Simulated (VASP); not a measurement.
# TaF3 (Pm-3m) in VASP: further runs

TaF3 is run at these levels: PBE; tasks: single point, relaxation of cell and atoms.

Everything below comes from runs of VASP 6.6.1. Logs are shortened: lines on timing, memory, paths and dates and some standing lists are left out, and cuts for length are marked.

### 1 The cell of the first run

It takes space group Pm-3m (No. 221, cubic). Conventional cell: a = 4.100 Å, b = 4.100 Å, c = 4.100 Å, α = 90.00°, β = 90.00°, γ = 90.00°. Within 2.7 Å of Ta (site symmetry m-3m) lie 6 F at 2.05 Å. F (site symmetry 4/mmm) has 2 Ta at 2.05 Å within 2.7 Å.

### 2 Single point, PBE

Contents of INCAR:

```
PREC     = Accurate       # precision mode
ENCUT    = 520            # plane-wave cutoff, eV
EDIFF    = 1E-7           # SCF threshold, eV
ISMEAR   = -1             # smearing method
SIGMA    = 0.05           # smearing width, eV
LREAL    = F              # projectors in reciprocal space
LASPH    = T              # aspherical terms in the spheres
NELM     = 60             # most SCF steps
ALGO     = Normal         # electronic algorithm
ISIF     = 2              # what is computed and relaxed
LWAVE    = F              # write WAVECAR
LCHARG   = F              # write CHGCAR
GGA      = PE             # functional
NBANDS   = 24             # bands
```

Contents of KPOINTS:

```
regular mesh
0
Gamma
  7 7 7
```

Contents of POSCAR:

```
TaF3
1.0
    4.1000422470      0.0000000000      0.0000000000
    0.0000000000      4.1000422470      0.0000000000
    0.0000000000      0.0000000000      4.1000422470
Ta F
1 3
Direct
    0.0000000000      0.0000000000      0.0000000000
    0.0000000000      0.0000000000      0.5000000000
    0.0000000000      0.5000000000      0.0000000000
    0.5000000000      0.0000000000      0.0000000000
```

Potentials or basis: VASP PAW PBE potentials, release 64 (Ta_pv, F).

Run with:

```sh
cat potpaw_PBE.64/Ta_pv/POTCAR potpaw_PBE.64/F/POTCAR > POTCAR
mpirun -np 1 vasp_std > vasp.out
```

OUTCAR:

```text
PREC = Accurate
   ENCUT = 520
   EDIFF = 1E-7
   ISMEAR = -1
   LREAL = F
   LASPH = T
   NELM = 60
   ISIF = 2
   GGA = PE

 ion  position               nearest neighbor table
   1  0.000  0.000  0.000-   2 2.05   3 2.05   4 2.05   2 2.05   3 2.05   4 2.05
   2  0.000  0.000  0.500-   1 2.05   1 2.05
   3  0.000  0.500  0.000-   1 2.05   1 2.05
   4  0.500  0.000  0.000-   1 2.05   1 2.05

  LATTYP: Found a simple cubic cell.
 ALAT       =     4.1000422470

  Lattice vectors:

 A1 = (   4.1000422470,   0.0000000000,   0.0000000000)
 A2 = (   0.0000000000,   4.1000422470,   0.0000000000)
 A3 = (   0.0000000000,   0.0000000000,   4.1000422470)

Analysis of symmetry for initial positions (statically):
=====================================================================
 Subroutine PRICEL returns:
 Original cell was already a primitive cell.

 Routine SETGRP: Setting up the symmetry group for a
 simple cubic supercell.

 Subroutine GETGRP returns: Found 48 space group operations
 (whereof 48 operations were pure point group operations)
 out of a pool of 48 trial point group operations.

The static configuration has the point symmetry O_h .

Analysis of symmetry for dynamics (positions and initial velocities):
=====================================================================
 Subroutine PRICEL returns:
 Original cell was already a primitive cell.

 Routine SETGRP: Setting up the symmetry group for a
 simple cubic supercell.

 Subroutine GETGRP returns: Found 48 space group operations
 (whereof 48 operations were pure point group operations)
 out of a pool of 48 trial point group operations.

The dynamic configuration has the point symmetry O_h .

 Subroutine INISYM returns: Found 48 space group operations
 (whereof 48 operations are pure point group operations),
 and found     1 'primitive' translations

----------------------------------------------------------------------------------------

                                     Primitive cell

  volume of cell :      68.9231

  direct lattice vectors                    reciprocal lattice vectors
     4.100042247  0.000000000  0.000000000     0.243899926  0.000000000  0.000000000
     0.000000000  4.100042247  0.000000000     0.000000000  0.243899926  0.000000000
     0.000000000  0.000000000  4.100042247     0.000000000  0.000000000  0.243899926

  length of vectors
     4.100042247  4.100042247  4.100042247     0.243899926  0.243899926  0.243899926

  position of ions in fractional coordinates (direct lattice)
     0.000000000  0.000000000  0.000000000
     0.000000000  0.000000000  0.500000000
     0.000000000  0.500000000  0.000000000
     0.500000000  0.000000000  0.000000000

  ion indices of the primitive-cell ions
   primitive index   ion index
                 1           1
                 2           2
                 3           3
                 4           4

----------------------------------------------------------------------------------------

 KPOINTS: regular mesh

Automatic generation of k-mesh.
 Grid dimensions read from file:
 generate k-points for:    7    7    7

 Generating k-lattice:

  Cartesian coordinates                     Fractional coordinates (reciprocal lattice)
     0.034842847  0.000000000  0.000000000     0.142857143  0.000000000  0.000000000
     0.000000000  0.034842847  0.000000000     0.000000000  0.142857143  0.000000000
     0.000000000  0.000000000  0.034842847     0.000000000  0.000000000  0.142857143

  Length of vectors
     0.034842847  0.034842847  0.034842847

  Shift w.r.t. Gamma in fractional coordinates (k-lattice)
     0.000000000  0.000000000  0.000000000

 Subroutine IBZKPT returns following result:
 ===========================================

 Found     20 irreducible k-points:

 Following reciprocal coordinates:
            Coordinates               Weight
  0.000000  0.000000  0.000000      1.000000
  0.142857  0.000000  0.000000      6.000000
  0.285714  0.000000  0.000000      6.000000
  0.428571  0.000000  0.000000      6.000000
  0.142857  0.142857  0.000000     12.000000
  0.285714  0.142857  0.000000     24.000000
[... 12 lines left out ...]
  0.428571  0.428571  0.285714     24.000000
  0.428571  0.428571  0.428571      8.000000
   k-points           NKPTS =     20   k-points in BZ     NKDIM =     20   number of bands    NBANDS=     24
   number of dos      NEDOS =    301   number of ions     NIONS =      4
   total plane-waves  NPLWV =  27000
   dimension x,y,z NGX =    30 NGY =   30 NGZ =   30
   dimension x,y,z NGXF=    60 NGYF=   60 NGZF=   60
   ions per type =               1   3
   NGX,Y,Z   is equivalent  to a cutoff of  12.16, 12.16, 12.16 a.u.
   NGXF,Y,Z  is equivalent  to a cutoff of  24.33, 24.33, 24.33 a.u.
 SYSTEM =  unknown system
   PREC   = accura    normal or accurate (medium, high low for compatibility)
   ISTART =      0    job   : 0-new  1-cont  2-samecut
   ICHARG =      2    charge: 1-file 2-atom 10-const
   ISPIN  =      1    spin polarized calculation?
   LNONCOLLINEAR =      F non collinear calculations
   LSORBIT =      F    spin-orbit coupling
   LASPH  =      T    aspherical Exc in radial PAW
   ENCUT  =  520.0 eV  38.22 Ry    6.18 a.u.   7.62  7.62  7.62*2*pi/ulx,y,z
   NELM   =     60;   NELMIN=  2; NELMDL= -5     # of ELM steps
   EDIFF  = 0.1E-06   stopping-criterion for ELM
   LREAL  =      F    real-space projection
   EDIFFG = 0.1E-05   stopping-criterion for IOM
   NSW    =      0    number of steps for IOM
   IBRION =     -1    ionic relax: 0-MD 1-quasi-New 2-CG
   NFREE  =      0    steps in history (QN), initial steepest desc. (CG)
   ISIF   =      2    stress and relaxation
   ISYM   =      2    0-nonsym 1-usesym 2-fastsym
   POTIM  = 0.5000    time-step for ionic-motion
   TEBEG  =    0.0;   TEEND  =   0.0 temperature during run
   PSTRESS=    0.0 pullay stress
   NELECT =      32.0000    total number of electrons
   NUPDOWN=      -1.0000    fix difference up-down
   EMIN   =  10.00;   EMAX   =-10.00  energy-range for DOS
   EFERMI =   0.00;   METHOD = LEGACY
   ISMEAR =    -1;   SIGMA  =   0.05  broadening in eV -4-tet -1-fermi 0-gaus
   EFERMI_NEDOS =   21; number of points for ismear=-14 and -15
   IALGO  =     38    algorithm
   IMIX   =      4    mixing-type and parameters
     AMIX     =   0.40;   BMIX     =  1.00
     AMIX_MAG =   1.60;   BMIX_MAG =  1.00
  volume/ion in A,a.u.               =      17.23       116.28
  Fermi-wavevector in a.u.,A,eV,Ry     =   1.267661  2.395532 21.864081  1.606965
  Thomas-Fermi vector in A             =   2.400797
   LORBIT       =      0    0 simple, 1 ext, 2 COOP (PROOUT), +10 PAW based schemes
   GGA     = PE    functional components
   LHFCALC =     F    Hartree Fock is set to
   AEXX    =    0.0000 exact exchange contribution
   IVDW    =     0    specifies the selected vdW correction
   LEPSILON=     F    determine dielectric tensor
   LRPA    =     F    only Hartree local field effects (RPA)
 non-spin polarized calculation
  energy-cutoff  :      520.00
  volume of cell :       68.92
 maximum number of plane-waves:      1870
   NGX = 15   NGY = 15   NGZ = 15

 number of electron      31.9999994 magnetization

 Free energy of the ion-electron system (eV)
  ---------------------------------------------------
  ext. energy  EPLUGINS =         0.00000000
  ---------------------------------------------------
  free energy    TOTEN  =       -26.78105371 eV

  energy without entropy =      -26.74385338  energy(sigma->0) =      -26.76245354

 E-fermi :   3.4432     XC(G=0):  -8.3647

 val. band max:        3.4274827498   @ k =   0.2857   0.1429   0.1429
 cond. band min:       3.4479899295   @ k =   0.2857   0.2857   0.1429
 fundamental gap:      0.0205071797
 Fermi energy:         3.4431620871

 k-point     1 :       0.0000    0.0000    0.0000
  band No.  band energies     occupation
      1     -33.4915      2.00000
      2     -33.4915      2.00000
      3     -33.4915      2.00000
      4     -24.3508      2.00000
      5     -24.0635      2.00000
      6     -24.0635      2.00000
[... 16 lines left out ...]
     23      12.2313      0.00000
     24      12.2313      0.00000

 k-point     2 :       0.1429    0.0000    0.0000
  band No.  band energies     occupation
      1     -33.5254      2.00000
      2     -33.4910      2.00000
      3     -33.4910      2.00000
      4     -24.3094      2.00000
      5     -24.0624      2.00000
      6     -23.9780      2.00000
[... 16 lines left out ...]
     23      11.7200      0.00000
     24      12.3775      0.00000

 k-point     3 :       0.2857    0.0000    0.0000
  band No.  band energies     occupation
      1     -33.6000      2.00000
      2     -33.4898      2.00000
      3     -33.4898      2.00000
      4     -24.2669      2.00000
      5     -24.0608      2.00000
      6     -23.7285      2.00000
[... 16 lines left out ...]
     23      12.1444      0.00000
     24      12.7357      0.00000

 k-point     4 :       0.4286    0.0000    0.0000
  band No.  band energies     occupation
      1     -33.6579      2.00000
      2     -33.4889      2.00000
      3     -33.4889      2.00000
      4     -24.2524      2.00000
      5     -24.0593      2.00000
      6     -23.5012      2.00000
[... 16 lines left out ...]
     23      12.7763      0.00000
     24      13.0622      0.00000

 k-point     5 :       0.1429    0.1429    0.0000
  band No.  band energies     occupation
      1     -33.5251      2.00000
      2     -33.5248      2.00000
      3     -33.4905      2.00000
      4     -24.2600      2.00000
      5     -24.0091      2.00000
      6     -23.9530      2.00000
[... 343 lines left out ...]
 k-point    18 :       0.4286    0.2857    0.2857
  band No.  band energies     occupation
      1     -33.6544      2.00000
      2     -33.5958      2.00000
      3     -33.5953      2.00000
      4     -23.7773      2.00000
      5     -23.6971      2.00000
      6     -23.4960      2.00000
[... 16 lines left out ...]
     23      10.1590      0.00000
     24      11.2349      0.00000

 k-point    19 :       0.4286    0.4286    0.2857
  band No.  band energies     occupation
      1     -33.6534      2.00000
      2     -33.6533      2.00000
      3     -33.5946      2.00000
      4     -23.7369      2.00000
      5     -23.4996      2.00000
      6     -23.4908      2.00000
[... 16 lines left out ...]
     23       9.6183      0.00000
     24      10.7293      0.00000

 k-point    20 :       0.4286    0.4286    0.4286
  band No.  band energies     occupation
      1     -33.6525      2.00000
      2     -33.6523      2.00000
      3     -33.6523      2.00000
      4     -23.5054      2.00000
      5     -23.4897      2.00000
      6     -23.4897      2.00000
[... 16 lines left out ...]
     23      10.4680      0.00000
     24      10.4680      0.00000

------------------------ aborting loop because EDIFF is reached ----------------------------------------

  FORCE on cell =-STRESS in cart. coord.  units (eV):
  Direction    XX          YY          ZZ          XY          YZ          ZX
  --------------------------------------------------------------------------------------
  -------------------------------------------------------------------------------------
  Total        0.9041477      0.9041477      0.9041477      0.0000000     -0.0000000      0.0000000
  in kB       21.0176888     21.0176888     21.0176888      0.0000000     -0.0000000      0.0000000
  external PRESSURE =      21.0176888 kB  Pullay stress =       0.0000000 kB

 VOLUME and BASIS-vectors are now :
 -----------------------------------------------------------------------------
  energy-cutoff  :      520.00
  volume of cell :       68.92
      direct lattice vectors                 reciprocal lattice vectors
     4.100042247  0.000000000  0.000000000     0.243899926  0.000000000  0.000000000
     0.000000000  4.100042247  0.000000000     0.000000000  0.243899926  0.000000000
     0.000000000  0.000000000  4.100042247     0.000000000  0.000000000  0.243899926

 POSITION                                       TOTAL-FORCE (eV/Angst)
 -----------------------------------------------------------------------------------
      0.00000      0.00000      0.00000         0.000000      0.000000      0.000000
      0.00000      0.00000      2.05002         0.000000      0.000000      0.000000
      0.00000      2.05002      0.00000         0.000000      0.000000      0.000000
      2.05002      0.00000      0.00000         0.000000      0.000000      0.000000
 -----------------------------------------------------------------------------------
    total drift:                                0.000000      0.000000      0.000000

  FREE ENERGIE OF THE ION-ELECTRON SYSTEM (eV)
  ---------------------------------------------------
  free  energy   TOTEN  =       -26.7810537072 eV

  energy  without entropy=      -26.7438533816  energy(sigma->0) =      -26.76245354
```

Wall time 14 s (1 thread of AMD EPYC 9R45 (Zen 5), shared host); peak memory 0.15 GiB.

What came out:

```
Free energy            : -26.7811 eV
Pressure               : 2.1 GPa
Band gap on the k mesh : zero (band 16 reaches 4.65 eV, above the bottom of band 17 at 2.50 eV)
```

Caveat: spin-orbit coupling is left out, which moves the levels of the heavy elements.

### 3 Relaxation of cell and atoms, PBE, target pressure 2 GPa, at which the enthalpy is minimised

This run uses another cell than the first one, of 14.84 Å³/atom, 0.861 times its volume.

Contents of INCAR:

```
SYSTEM = TaF3
PREC = Accurate
ENCUT = 600
EDIFF = 1E-6
ISMEAR = -1
SIGMA = 0.05
LREAL = .False.
LASPH = .True.
NELM = 100
ALGO = Normal
ISIF = 3
LWAVE = .False.
LCHARG = .False.
GGA = PE
IBRION = 2
NSW = 60
EDIFFG = -0.01
PSTRESS = 20.0
```

Contents of KPOINTS:

```
Automatic mesh
0
Gamma
  7 7 7
  0 0 0
```

Contents of POSCAR:

```
TaF3
1.0
    3.9012000000      0.0000000000      0.0000000000
    0.0000000000      3.9012000000      0.0000000000
    0.0000000000      0.0000000000      3.9012000000
Ta F
1 3
Direct
    0.0000000000      0.0000000000      0.0000000000
    0.0000000000      0.0000000000      0.5000000000
    0.0000000000      0.5000000000      0.0000000000
    0.5000000000      0.0000000000      0.0000000000
```

Potentials or basis: VASP PAW PBE potentials, release 64 (Ta_pv, F).

Run with:

```sh
cat potpaw_PBE.64/Ta_pv/POTCAR potpaw_PBE.64/F/POTCAR > POTCAR
mpirun -np 1 vasp_std > vasp.out
```

Run time: 36 s. Hardware: 1 thread of AMD EPYC 9R45 (Zen 5), shared host; peak memory 0.17 GiB.

It converged, with:

| Quantity | Value |
| --- | --- |
| Free energy | -26.7694 eV |
| Relaxed volume | 17.26 Å³/atom |
| Relaxed cell | a = 4.102 Å, b = 4.102 Å, c = 4.102 Å, α = 90.00°, β = 90.00°, γ = 90.00° |
| Space group after relaxing (to 0.05 Å) | Pm-3m (No. 221) |
| Energy change on relaxing (the enthalpy is what falls) | -187.7 meV/atom |
| Ionic steps | 4 |
| Pressure after relaxing | 1.9 GPa |
| Band gap on the k mesh | zero (band 16 reaches 4.63 eV, above the bottom of band 17 at 2.49 eV) |

Step by step:
| step | energy change (eV) | largest force (eV/Å) | pressure (GPa) | volume (Å³) |
| --- | --- | --- | --- | --- |
| 1 | 0.0000 | 0.0000 | 26.04 | 59.37 |
| 2 | -0.3595 | 0.0000 | -10.96 | 80.64 |
| 3 | -0.7531 | 0.0000 | 1.61 | 69.25 |
| 4 | -0.7508 | 0.0000 | 1.95 | 69.04 |

Final structure:
```cif
data_structure
_symmetry_space_group_name_H-M 'P 1'
_symmetry_Int_Tables_number 1
_cell_length_a 4.1024
_cell_length_b 4.1024
_cell_length_c 4.1024
_cell_angle_alpha 90.000
_cell_angle_beta 90.000
_cell_angle_gamma 90.000
_cell_volume 69.04
loop_
_atom_site_label
_atom_site_type_symbol
_atom_site_fract_x
_atom_site_fract_y
_atom_site_fract_z
_atom_site_occupancy
Ta1 Ta 0.00000 0.00000 0.00000 1
F1 F 0.00000 0.00000 0.50000 1
F2 F 0.00000 0.50000 0.00000 1
F3 F 0.50000 0.00000 0.00000 1
```

Levels at points of the mesh, in eV from the Fermi level:
```
           k point  band 13  band 14  band 15  band 16  band 17  band 18  band 19  band 20
(0.00, 0.00, 0.00)    -8.16    -8.16    -8.16    -0.94    -0.94    -0.94    -0.15     1.87
```

Caveat: the cell is relaxed towards a set pressure, so the enthalpy falls and the energy may rise; the volume moved by over 15 % at a fixed basis, so the end points are rough; spin-orbit coupling is left out, which moves the levels of the heavy elements. Zero-point motion and thermal expansion aren't in these numbers.
